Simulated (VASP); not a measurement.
Crystal: KZn5Ir.

```
K Zn Ir
1.0
     4.06435    0.00000    0.00000
     0.00000    4.06435    0.00000
     0.00000    0.00000    7.13843
K Zn Ir
1 5 1
Direct
  0.50000 0.50000 0.00000
  0.50000 0.00000 0.72620
  0.00000 0.50000 0.72620
  0.50000 0.00000 0.27380
  0.00000 0.50000 0.27380
  0.00000 0.00000 0.00000
  0.00000 0.00000 0.50000
```

* Program: VASP 6.6.1
* Task: relaxation of cell and atoms
* Functional: PBE
* Potentials or basis: VASP PAW PBE potentials, release 64 (K_sv, Zn, Ir)
* Cutoff: 600 eV
* k mesh: 4 × 4 × 4
* Occupations: gaussian, width 0.1 eV
* Spin: no spin polarisation

At the start: pressure 10.6 GPa; volume 16.85 Å³/atom.

Task: How do energy, volume and symmetry change on relaxing?

Result: Over 15 steps the energy falls by 292.6 meV/atom and the volume is 22.27 Å³/atom (+32.2 %); space group P4/mmm (No. 123, to 0.1 Å) before and after.

Step by step:
```
step  energy change (eV)  largest force (eV/Å)  pressure (GPa)  volume (Å³)
   1              0.0000                1.5135           10.63       117.92
   2             -1.0518                1.3653           -0.92       137.97
   3             -1.1145                1.3250           -3.25       145.65
   4             -1.5882                0.9368           -1.93       143.78
   5             -1.7921                0.2044            1.48       140.63
   6             -1.8195                0.2371            0.34       141.57
   7             -1.8209                0.1676            0.53       141.40
   8             -1.8746                0.1078            0.59       143.00
   9             -1.9803                0.0618            0.78       147.65
  10             -1.9809                0.4789            2.00       156.27
  11             -2.0224                0.2933            1.46       152.38
  12             -2.0417                0.0400           -0.67       159.24
  13             -2.0466                0.0587           -0.05       157.04
  14             -2.0474                0.0462            0.00       156.66
  15             -2.0480                0.0224            0.09       155.92
```

Final structure:
```xyz
7
Lattice="4.4064 0.0000 0.0000 0.0000 4.4064 0.0000 0.0000 0.0000 8.0304" Properties=species:S:1:pos:R:3 pbc="T T T"
K     2.2032    2.2032    0.0000
Zn    2.2032    0.0000    5.3198
Zn    0.0000    2.2032    5.3198
Zn    2.2032    0.0000    2.7105
Zn    0.0000    2.2032    2.7105
Zn    0.0000    0.0000    0.0000
Ir    0.0000    0.0000    4.0152
```

Caveat: the k points lie up to 0.36 Å⁻¹ apart in the final cell, too coarse for converged energies and pressures of a metal; the volume moved by over 15 % at a fixed basis, so the end points are rough.
